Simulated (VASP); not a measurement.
Wanted: the native input for a VASP 6.6.1 run.

* Task: relaxation of cell and atoms
* Functional: PBE
* Potentials or basis: VASP PAW PBE potentials, release 64 (Zn)
* Cutoff: 600 eV
* k mesh: 9 × 9 × 9
* Occupations: methfessel-paxton, width 0.05 eV
* Spin: no spin polarisation
* Target pressure: 40 GPa
* Dipole correction: no
* Further INCAR settings: ALGO = Normal; EDIFF = 1e-06; IBRION = 2; EDIFFG = -0.01; NSW = 80; ISIF = 3

The structure of Zn lies in POSCAR:

```
Zn
1.0
    2.5600000000      0.0000000000      0.0000000000
    0.0000000000      2.5600000000      0.0000000000
    0.0000000000      0.0000000000      2.5600000000
Zn
1
Direct
    0.0000000000      0.0000000000      0.0000000000
```

The input as run:

INCAR

```
PREC = Accurate
ENCUT = 600
EDIFF = 1E-6
ISMEAR = 1
SIGMA = 0.05
LREAL = F
LASPH = T
NELM = 60
ALGO = Normal
ISIF = 3
LWAVE = F
LCHARG = F
GGA = PE
IBRION = 2
NSW = 80
EDIFFG = -0.01
PSTRESS = 400.0
```

KPOINTS

```
Automatic mesh
0
Gamma
  9 9 9
```

Potentials or basis: VASP PAW PBE potentials, release 64 (Zn).

The run is started by

```console
$ cat potpaw_PBE.64/Zn/POTCAR > POTCAR
$ mpirun -np 1 vasp_std > vasp.out
```

It gave:

* Relaxed volume: 12.92 Å³/atom
* Relaxed cell: a = 2.346 Å, b = 2.346 Å, c = 2.346 Å, α = 90.00°, β = 90.00°, γ = 90.00°
* Space group after relaxing (to 0.05 Å): Pm-3m (No. 221)
* Energy change on relaxing (the enthalpy is what falls): +450.9 meV/atom
* Ionic steps: 5
* Pressure after relaxing: 40.0 GPa
* Band gap on the k mesh: zero (band 6 reaches 9.25 eV, above the bottom of band 7 at 2.64 eV)

Caveat: the cell is relaxed towards a set pressure, so the enthalpy falls and the energy may rise; the volume moved by over 15 % at a fixed basis, so the end points are rough.

It took 35 s on 1 thread of Intel Xeon 8259CL (shared host), peak memory 0.13 GiB.
